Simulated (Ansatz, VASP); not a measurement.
# One calculation of In, two programs

File INCAR:

```
ALGO     = Normal         # electronic algorithm
EDIFF    = 1E-6           # SCF threshold, eV
ENCUT    = 520            # plane-wave cutoff, eV
GGA      = PS             # functional
ISIF     = 2              # what is computed and relaxed
ISMEAR   = -1             # smearing method
LASPH    = T              # aspherical terms in the spheres
LCHARG   = T              # write CHGCAR
LELF     = T              # ELF
LREAL    = F              # projectors in reciprocal space
LVHAR    = T            
LWAVE    = F              # write WAVECAR
NBANDS   = 12             # bands
NELM     = 60             # most SCF steps
PREC     = Accurate       # precision mode
SIGMA    = 0.05           # smearing width, eV
```

Contents of KPOINTS:

```
k-points
0
Gamma
  14 14 14
```

Contents of POSCAR:

```
In
1.0
    2.9611555928      0.0000000000      0.0000000000
    0.0000000000      2.9611555928      0.0000000000
    0.0000000000      0.0000000000      2.9611555928
In
1
Direct
    0.0000000000      0.0000000000      0.0000000000
```

Input for Ansatz:

```yaml
crystal:
  lattice:
    - [2.9611555928, 0.0, 0.0]
    - [0.0, 2.9611555928, 0.0]
    - [0.0, 0.0, 2.9611555928]
  atoms:
    - { symbol: In, position: [0.0, 0.0, 0.0] }
kpoints:
  mp_grid: { grid: [14, 14, 14] }
scf:
  occupations: { method: fermi_dirac, width: 0.05 }
hamiltonian:
  xc: pbesol
  pseudopotentials: { kind: all_electron, lapw: { basis_error: 0.001 } }
output:
  forces: true
  stress: true
  eigenvalues: true
  populations: true
```

Change from the starting cell: volume scaled by 0.95, LAPW.

Alike in both runs: task single point; functional PBEsol; k mesh 14 × 14 × 14; occupations fermi-dirac, width 0.05 eV; no spin polarisation.

|  | VASP | Ansatz |
| --- | --- | --- |
| version | VASP 6.6.1 | Ansatz 0.2.0 |
| potentials or method | VASP PAW PBE potentials, release 64 (In_d), cutoff 520 eV | all-electron LAPW, scalar-relativistic |

VASP gave:

- pressure (GPa): 2.3

**Question.** Estimate Ansatz's values.

**Answer.** Pressure (GPa): 2.4.

VASP's potentials were made for PBE, not for PBEsol. Ansatz ran all-electron here, and VASP with PAW potentials.
